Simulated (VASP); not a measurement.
# Al3Cu (Pm-3m) in VASP: further runs

Al3Cu is run at these levels: PBEsol+D4; tasks: single point.

Everything below comes from runs of VASP 6.6.1. Logs are shortened: lines on timing, memory, paths and dates and some standing lists are left out, and cuts for length are marked.

## 1. The cell of the first run

It takes space group Pm-3m (No. 221, cubic). Conventional cell: a = 3.924 Å, b = 3.924 Å, c = 3.924 Å, α = 90.00°, β = 90.00°, γ = 90.00°. Within 3.7 Å of Al (site symmetry 4/mmm) lie 8 Al at 2.77 Å and 4 Cu at 2.77 Å. Within 3.7 Å of Cu (site symmetry m-3m) lie 12 Al at 2.77 Å.

## 2. Single point, PBEsol+D4

The input, INCAR:

```
SYSTEM = Al3Cu
ALGO = Normal
EDIFF = 1E-6
ENCUT = 520
GGA = PS
ISIF = 2
ISMEAR = 1
IVDW = 13
LASPH = .TRUE.
LCHARG = .FALSE.
LREAL = .FALSE.
LWAVE = .FALSE.
NBANDS = 18
NELM = 80
PREC = Accurate
SIGMA = 0.15
```

The input, KPOINTS:

```
k-points
0
G
  2 2 2
  0 0 0
```

The input, POSCAR:

```
Al3Cu
1.0
    3.9241510000      0.0000000000      0.0000000000
    0.0000000000      3.9241510000      0.0000000000
    0.0000000000      0.0000000000      3.9241510000
Al Cu
3 1
Direct
    0.0000000000      0.5000000000      0.5000000000
    0.5000000000      0.0000000000      0.5000000000
    0.5000000000      0.5000000000      0.0000000000
    0.0000000000      0.0000000000      0.0000000000
```

Potentials or basis: VASP PAW PBE potentials, release 64 (Al, Cu).

On the command line:

```
> cat potpaw_PBE.64/Al/POTCAR potpaw_PBE.64/Cu/POTCAR > POTCAR
> mpirun -np 1 vasp_std > vasp.out
```

OUTCAR:

```text
SYSTEM = Al3Cu
   EDIFF = 1E-6
   ENCUT = 520
   GGA = PS
   ISIF = 2
   ISMEAR = 1
   IVDW = 13
   LASPH = .TRUE.
   LREAL = .FALSE.
   NELM = 80
   PREC = Accurate

 ion  position               nearest neighbor table
   1  0.000  0.500  0.500-   2 2.77   3 2.77   4 2.77   3 2.77   4 2.77   2 2.77   4 2.77   4 2.77
                             2 2.77   3 2.77   3 2.77   2 2.77
   2  0.500  0.000  0.500-   1 2.77   3 2.77   4 2.77   3 2.77   4 2.77   1 2.77   3 2.77   3 2.77
                             1 2.77   4 2.77   4 2.77   1 2.77
   3  0.500  0.500  0.000-   1 2.77   2 2.77   4 2.77   1 2.77   2 2.77   2 2.77   4 2.77   2 2.77
                             1 2.77   4 2.77   1 2.77   4 2.77
   4  0.000  0.000  0.000-   1 2.77   2 2.77   3 2.77   1 2.77   2 2.77   1 2.77   3 2.77   1 2.77
                             2 2.77   3 2.77   2 2.77   3 2.77

  LATTYP: Found a simple cubic cell.
 ALAT       =     3.9241510000

  Lattice vectors:

 A1 = (   3.9241510000,   0.0000000000,   0.0000000000)
 A2 = (   0.0000000000,   3.9241510000,   0.0000000000)
 A3 = (   0.0000000000,   0.0000000000,   3.9241510000)

Analysis of symmetry for initial positions (statically):
=====================================================================
 Subroutine PRICEL returns:
 Original cell was already a primitive cell.

 Routine SETGRP: Setting up the symmetry group for a
 simple cubic supercell.

 Subroutine GETGRP returns: Found 48 space group operations
[... 9 lines left out ...]

 Routine SETGRP: Setting up the symmetry group for a
 simple cubic supercell.

 Subroutine GETGRP returns: Found 48 space group operations
[... 11 lines left out ...]
                                     Primitive cell

  volume of cell :      60.4278

  direct lattice vectors                    reciprocal lattice vectors
     3.924151000  0.000000000  0.000000000     0.254832192  0.000000000  0.000000000
     0.000000000  3.924151000  0.000000000     0.000000000  0.254832192  0.000000000
     0.000000000  0.000000000  3.924151000     0.000000000  0.000000000  0.254832192

  length of vectors
     3.924151000  3.924151000  3.924151000     0.254832192  0.254832192  0.254832192

  position of ions in fractional coordinates (direct lattice)
     0.000000000  0.500000000  0.500000000
     0.500000000  0.000000000  0.500000000
     0.500000000  0.500000000  0.000000000
     0.000000000  0.000000000  0.000000000

  ion indices of the primitive-cell ions
   primitive index   ion index
                 1           1
                 2           2
                 3           3
                 4           4

----------------------------------------------------------------------------------------

 KPOINTS: k-points

Automatic generation of k-mesh.
 Grid dimensions read from file:
 generate k-points for:    2    2    2

 Generating k-lattice:

  Cartesian coordinates                     Fractional coordinates (reciprocal lattice)
     0.127416096  0.000000000  0.000000000     0.500000000  0.000000000  0.000000000
     0.000000000  0.127416096  0.000000000     0.000000000  0.500000000  0.000000000
     0.000000000  0.000000000  0.127416096     0.000000000  0.000000000  0.500000000

  Length of vectors
     0.127416096  0.127416096  0.127416096

  Shift w.r.t. Gamma in fractional coordinates (k-lattice)
     0.000000000  0.000000000  0.000000000

 Subroutine IBZKPT returns following result:
 ===========================================

 Found      4 irreducible k-points:

 Following reciprocal coordinates:
            Coordinates               Weight
  0.000000  0.000000  0.000000      1.000000
  0.500000  0.000000  0.000000      3.000000
  0.500000  0.500000  0.000000      3.000000
  0.500000  0.500000  0.500000      1.000000
   k-points           NKPTS =      4   k-points in BZ     NKDIM =      4   number of bands    NBANDS=     18
   number of dos      NEDOS =    301   number of ions     NIONS =      4
   total plane-waves  NPLWV =  27000
   dimension x,y,z NGX =    30 NGY =   30 NGZ =   30
   dimension x,y,z NGXF=    60 NGYF=   60 NGZF=   60
   ions per type =               3   1
   NGX,Y,Z   is equivalent  to a cutoff of  12.71, 12.71, 12.71 a.u.
   NGXF,Y,Z  is equivalent  to a cutoff of  25.42, 25.42, 25.42 a.u.
 SYSTEM =  Al3Cu
   PREC   = accura    normal or accurate (medium, high low for compatibility)
   ISTART =      0    job   : 0-new  1-cont  2-samecut
   ICHARG =      2    charge: 1-file 2-atom 10-const
   ISPIN  =      1    spin polarized calculation?
   LNONCOLLINEAR =      F non collinear calculations
   LSORBIT =      F    spin-orbit coupling
   LASPH  =      T    aspherical Exc in radial PAW
   ENCUT  =  520.0 eV  38.22 Ry    6.18 a.u.   7.30  7.30  7.30*2*pi/ulx,y,z
   NELM   =     80;   NELMIN=  2; NELMDL= -5     # of ELM steps
   EDIFF  = 0.1E-05   stopping-criterion for ELM
   LREAL  =      F    real-space projection
   EDIFFG = 0.1E-04   stopping-criterion for IOM
   NSW    =      0    number of steps for IOM
   IBRION =     -1    ionic relax: 0-MD 1-quasi-New 2-CG
   NFREE  =      0    steps in history (QN), initial steepest desc. (CG)
   ISIF   =      2    stress and relaxation
   ISYM   =      2    0-nonsym 1-usesym 2-fastsym
   POTIM  = 0.5000    time-step for ionic-motion
   TEBEG  =    0.0;   TEEND  =   0.0 temperature during run
   PSTRESS=    0.0 pullay stress
   NELECT =      20.0000    total number of electrons
   NUPDOWN=      -1.0000    fix difference up-down
   EMIN   =  10.00;   EMAX   =-10.00  energy-range for DOS
   EFERMI =   0.00;   METHOD = LEGACY
   ISMEAR =     1;   SIGMA  =   0.15  broadening in eV -4-tet -1-fermi 0-gaus
   EFERMI_NEDOS =   21; number of points for ismear=-14 and -15
   IALGO  =     38    algorithm
   IMIX   =      4    mixing-type and parameters
     AMIX     =   0.40;   BMIX     =  1.00
     AMIX_MAG =   1.60;   BMIX_MAG =  1.00
  volume/ion in A,a.u.               =      15.11       101.95
  Fermi-wavevector in a.u.,A,eV,Ry     =   1.132415  2.139955 17.447632  1.282365
  Thomas-Fermi vector in A             =   2.269116
   LORBIT       =      0    0 simple, 1 ext, 2 COOP (PROOUT), +10 PAW based schemes
   GGA     = PS    functional components
   LHFCALC =     F    Hartree Fock is set to
   AEXX    =    0.0000 exact exchange contribution
   IVDW    =    13    specifies the selected vdW correction
   LEPSILON=     F    determine dielectric tensor
   LRPA    =     F    only Hartree local field effects (RPA)
 non-spin polarized calculation
 Methfessel and Paxton  Order N= 1 SIGMA  =   0.15
  energy-cutoff  :      520.00
  volume of cell :       60.43
 maximum number of plane-waves:      1647
 NGX is ok and might be reduce to    30
   NGX = 15   NGY = 15   NGZ = 15

 number of electron      20.0000021 magnetization

 Free energy of the ion-electron system (eV)
  ---------------------------------------------------
  ext. energy  EPLUGINS =         0.00000000
  ---------------------------------------------------
  free energy    TOTEN  =       -14.66152462 eV

  energy without entropy =      -14.60961569  energy(sigma->0) =      -14.64422164

 E-fermi :   8.4761     XC(G=0): -10.8306

 val. band max:        8.4401161321   @ k =   0.5000   0.0000   0.0000
 cond. band min:       8.5558712003   @ k =   0.0000   0.0000   0.0000
 fundamental gap:      0.1157550682
 Fermi energy:         8.4761372333

 k-point     1 :       0.0000    0.0000    0.0000
  band No.  band energies     occupation
      1      -2.9617      2.00000
      2       3.8383      2.00000
      3       3.8383      2.00000
      4       4.5530      2.00000
      5       4.5530      2.00000
      6       4.5530      2.00000
      7       5.7723      2.00000
      8       5.7723      2.00000
      9       5.7723      2.00000
     10       7.5810      2.00000
     11       8.5559      0.22613
     12       8.5559      0.22613
     13      14.5006      0.00000
     14      14.5006      0.00000
     15      14.5006      0.00000
     16      15.1074      0.00000
     17      15.1074      0.00000
     18      15.1074      0.00000

 k-point     2 :       0.5000    0.0000    0.0000
  band No.  band energies     occupation
      1      -0.8281      2.00000
      2      -0.3043      2.00000
      3       4.0646      2.00000
      4       4.1726      2.00000
      5       4.1726      2.00000
      6       4.5846      2.00000
      7       4.7276      2.00000
      8       8.4261      1.53130
      9       8.4261      1.53130
     10       8.4401      1.39374
     11       8.4401      1.39374
     12       8.8838     -0.00083
     13       9.9756     -0.00000
     14      10.4384     -0.00000
     15      11.3493     -0.00000
     16      15.9962      0.00000
     17      17.0400      0.00000
     18      17.0400      0.00000

 k-point     3 :       0.5000    0.5000    0.0000
  band No.  band energies     occupation
      1       0.9660      2.00000
      2       1.7901      2.00000
      3       1.7901      2.00000
      4       2.2775      2.00000
      5       4.3300      2.00000
      6       4.3300      2.00000
      7       4.7242      2.00000
      8       4.8132      2.00000
      9       5.0657      2.00000
     10       9.4677     -0.00000
     11      11.0707     -0.00000
     12      11.0707     -0.00000
     13      11.4949      0.00000
     14      11.8425      0.00000
     15      11.8425      0.00000
     16      11.9453      0.00000
     17      13.6523      0.00000
     18      18.3568      0.00000

 k-point     4 :       0.5000    0.5000    0.5000
  band No.  band energies     occupation
      1       2.8695      2.00000
      2       2.8695      2.00000
      3       2.8695      2.00000
      4       3.2056      2.00000
      5       4.2224      2.00000
      6       4.2224      2.00000
      7       4.2224      2.00000
      8       4.7311      2.00000
      9       4.7311      2.00000
     10       5.7492      2.00000
     11       6.1935      2.00000
     12       6.1935      2.00000
     13       6.1935      2.00000
     14      20.2634      0.00000
     15      20.2634      0.00000
     16      20.2634      0.00000
     17      20.5133      0.00000
     18      20.5152      0.00000

------------------------ aborting loop because EDIFF is reached ----------------------------------------

  DFT-D4 for vdW energy calculation

  Edisp (eV):   -0.90419

  FORCE on cell =-STRESS in cart. coord.  units (eV):
  Direction    XX          YY          ZZ          XY          YZ          ZX
  --------------------------------------------------------------------------------------
  -------------------------------------------------------------------------------------
  Total      -1.81466    -1.81466    -1.81466     0.00000     0.00000    -0.00000
  in kB     -48.11373   -48.11373   -48.11373     0.00000     0.00000    -0.00000
  external pressure =      -48.11 kB  Pullay stress =        0.00 kB

 VOLUME and BASIS-vectors are now :
 -----------------------------------------------------------------------------
  energy-cutoff  :      520.00
  volume of cell :       60.43
      direct lattice vectors                 reciprocal lattice vectors
     3.924151000  0.000000000  0.000000000     0.254832192  0.000000000  0.000000000
     0.000000000  3.924151000  0.000000000     0.000000000  0.254832192  0.000000000
     0.000000000  0.000000000  3.924151000     0.000000000  0.000000000  0.254832192

 POSITION                                       TOTAL-FORCE (eV/Angst)
 -----------------------------------------------------------------------------------
      0.00000      1.96208      1.96208         0.000000      0.000000      0.000000
      1.96208      0.00000      1.96208         0.000000      0.000000      0.000000
      1.96208      1.96208      0.00000         0.000000      0.000000      0.000000
      0.00000      0.00000      0.00000         0.000000      0.000000      0.000000
 -----------------------------------------------------------------------------------
    total drift:                               -0.000000     -0.000000      0.000000

  FREE ENERGIE OF THE ION-ELECTRON SYSTEM (eV)
  ---------------------------------------------------
  free  energy   TOTEN  =       -15.5657136972 eV

  energy  without entropy=      -15.5138047744  energy(sigma->0) =      -15.54841072
```

Run time: 4.9 s. Hardware: 1 thread of Intel Xeon 6975P-C (Granite Rapids), shared host; peak memory 0.15 GiB.

What came out:

```
Free energy                : -15.5657 eV
Pressure                   : -4.8 GPa
Band gap on the k mesh     : zero (band 10 reaches 9.47 eV, above the bottom of band 11 at 6.19 eV)
Dispersion energy per atom : -0.226 eV
```

Levels at points of the mesh, in eV from the Fermi level:
| k point | band 8 | band 9 | band 10 | band 11 | band 12 | band 13 |
| --- | --- | --- | --- | --- | --- | --- |
| (0.00, 0.00, 0.00) | -2.70 | -2.70 | -0.90 | 0.08 | 0.08 | 6.02 |
| (0.50, 0.00, 0.00) | -0.05 | -0.05 | -0.04 | -0.04 | 0.41 | 1.50 |
| (0.50, 0.50, 0.00) | -3.66 | -3.41 | 0.99 | 2.59 | 2.59 | 3.02 |
| (0.50, 0.50, 0.50) | -3.75 | -3.75 | -2.73 | -2.28 | -2.28 | -2.28 |

Caveat: the k points lie up to 0.80 Å⁻¹ apart; the PAW data sets were made with another functional, which shifts forces and pressure a little; pairwise dispersion overbinds metals, which lowers pressure and volume.

## 3. Single point, PBEsol+D4

The input, INCAR:

```
SYSTEM = Al3Cu
ALGO     = Normal         ! electronic algorithm
EDIFF    = 1E-6           ! SCF threshold, eV
ENCUT    = 520            ! plane-wave cutoff, eV
GGA      = PS             ! functional
ISIF     = 2              ! what is computed and relaxed
ISMEAR   = 1              ! smearing method
IVDW     = 13             ! dispersion correction
LASPH    = .True.         ! aspherical terms in the spheres
LCHARG   = .False.        ! write CHGCAR
LREAL    = .False.        ! projectors in reciprocal space
LWAVE    = .False.        ! write WAVECAR
NBANDS   = 18             ! bands
NELM     = 60             ! most SCF steps
PREC     = Accurate       ! precision mode
SIGMA    = 0.15           ! smearing width, eV
```

The input, KPOINTS:

```
k-points
0
Gamma
  3 3 3
  0 0 0
```

POSCAR is that of step 2.

Potentials or basis: VASP PAW PBE potentials, release 64 (Al, Cu).

On the command line:

```
> cat potpaw_PBE.64/Al/POTCAR potpaw_PBE.64/Cu/POTCAR > POTCAR
> mpirun -np 1 vasp_std > vasp.out
```

OUTCAR:

```text
SYSTEM = Al3Cu
   EDIFF = 1E-6
   ENCUT = 520
   GGA = PS
   ISIF = 2
   ISMEAR = 1
   IVDW = 13
   LASPH = .True.
   LREAL = .False.
   NELM = 60
   PREC = Accurate

 ion  position               nearest neighbor table
   1  0.000  0.500  0.500-   2 2.77   3 2.77   4 2.77   3 2.77   4 2.77   2 2.77   4 2.77   4 2.77
                             2 2.77   3 2.77   3 2.77   2 2.77
   2  0.500  0.000  0.500-   1 2.77   3 2.77   4 2.77   3 2.77   4 2.77   1 2.77   3 2.77   3 2.77
                             1 2.77   4 2.77   4 2.77   1 2.77
   3  0.500  0.500  0.000-   1 2.77   2 2.77   4 2.77   1 2.77   2 2.77   2 2.77   4 2.77   2 2.77
[... 270 lines left out ...]
  --------------------------------------------------------------------------------------
  -------------------------------------------------------------------------------------
  Total      -1.70345    -1.70345    -1.70345    -0.00000     0.00000    -0.00000
  in kB     -45.16499   -45.16499   -45.16499    -0.00000     0.00000    -0.00000
  external pressure =      -45.16 kB  Pullay stress =        0.00 kB

 VOLUME and BASIS-vectors are now :
 -----------------------------------------------------------------------------
  energy-cutoff  :      520.00
  volume of cell :       60.43
      direct lattice vectors                 reciprocal lattice vectors
     3.924151000  0.000000000  0.000000000     0.254832192  0.000000000  0.000000000
     0.000000000  3.924151000  0.000000000     0.000000000  0.254832192  0.000000000
     0.000000000  0.000000000  3.924151000     0.000000000  0.000000000  0.254832192

 POSITION                                       TOTAL-FORCE (eV/Angst)
 -----------------------------------------------------------------------------------
      0.00000      1.96208      1.96208         0.000000      0.000000      0.000000
      1.96208      0.00000      1.96208         0.000000      0.000000      0.000000
      1.96208      1.96208      0.00000         0.000000      0.000000      0.000000
      0.00000      0.00000      0.00000         0.000000      0.000000      0.000000
 -----------------------------------------------------------------------------------
    total drift:                                0.000000     -0.000000      0.000000

  FREE ENERGIE OF THE ION-ELECTRON SYSTEM (eV)
  ---------------------------------------------------
  free  energy   TOTEN  =       -17.3784939286 eV

  energy  without entropy=      -17.3688994016  energy(sigma->0) =      -17.37529575
```

Wall time 4.6 s (1 thread of Intel Xeon 6975P-C (Granite Rapids), shared host); peak memory 0.16 GiB.

Results:

```
Free energy                : -17.3785 eV
Pressure                   : -4.5 GPa
Band gap on the k mesh     : zero (band 10 reaches 8.52 eV, above the bottom of band 11 at 7.38 eV)
Dispersion energy per atom : -0.226 eV
```

Levels at points of the mesh, in eV from the Fermi level:
```csv
k point,band 6,band 7,band 8,band 9,band 10,band 11,band 12,band 13
"(0.00, 0.00, 0.00)",-3.47,-2.31,-2.31,-2.31,-0.50,0.51,0.51,6.43
```

Caveat: the k points lie up to 0.53 Å⁻¹ apart; the PAW data sets were made with another functional, which shifts forces and pressure a little; pairwise dispersion overbinds metals, which lowers pressure and volume.

## 4. Single point, PBEsol+D4

The input, INCAR:

```
SYSTEM = Al3Cu
PREC = Accurate ; ENCUT = 520
EDIFF = 1E-7 ; ISMEAR = 1
SIGMA = 0.15 ; LREAL = .FALSE.
LASPH = .TRUE. ; NELM = 60
ALGO = Normal ; ISIF = 2
LWAVE = .FALSE. ; LCHARG = .FALSE.
GGA = PS ; IVDW = 13
NBANDS = 18
```

The input, KPOINTS:

```
Automatic mesh
0
G
  4 4 4
  0 0 0
```

POSCAR is that of step 3.

On the command line:

```
> cat potpaw_PBE.64/Al/POTCAR potpaw_PBE.64/Cu/POTCAR > POTCAR
> mpirun -np 1 vasp_std > vasp.out
```

Wall time 7.2 s (1 thread of Intel Xeon 6975P-C (Granite Rapids), shared host); peak memory 0.16 GiB.

It converged, with:

```
Free energy                : -17.3561 eV
Pressure                   : -5.1 GPa
Band gap on the k mesh     : zero (band 10 reaches 9.44 eV, above the bottom of band 11 at 6.25 eV)
Dispersion energy per atom : -0.226 eV
```

Levels at points of the mesh, in eV from the Fermi level:
```csv
k point,band 6,band 7,band 8,band 9,band 10,band 11,band 12,band 13,band 14,band 15
"(0.00, 0.00, 0.00)",-3.69,-2.57,-2.57,-2.57,-0.74,0.26,0.26,6.17,6.17,6.17
"(0.50, 0.00, 0.00)",-3.65,-3.49,0.09,0.09,0.12,0.12,0.56,1.64,2.14,3.03
"(0.50, 0.50, 0.00)",-3.92,-3.49,-3.41,-3.18,1.12,2.75,2.75,3.17,3.52,3.52
"(0.50, 0.50, 0.50)",-4.10,-4.10,-3.48,-3.48,-2.57,-2.08,-2.08,-2.08,11.93,11.93
```

Caveat: the k points lie up to 0.40 Å⁻¹ apart; the PAW data sets were made with another functional, which shifts forces and pressure a little; pairwise dispersion overbinds metals, which lowers pressure and volume.

## 5. Summary

| k mesh | gap on the mesh (eV) | pressure (GPa) |
| --- | --- | --- |
| 2 × 2 × 2 | none | -4.8 |
| 3 × 3 × 3 | none | -4.5 |
| 4 × 4 × 4 | none | -5.1 |

Alike in all rows: task single point; level PBEsol+D4; potentials or basis VASP PAW PBE potentials, release 64 (Al, Cu); no spin polarisation; cell as given; cutoff (eV) 520; smearing methfessel-paxton 0.15 eV.

Caveats: all runs use coarse meshes; the PAW data sets were made with another functional, which shifts forces and pressure a little; pairwise dispersion overbinds metals, which lowers pressure and volume.

Absolute energies hang on the potentials; compare differences alone.
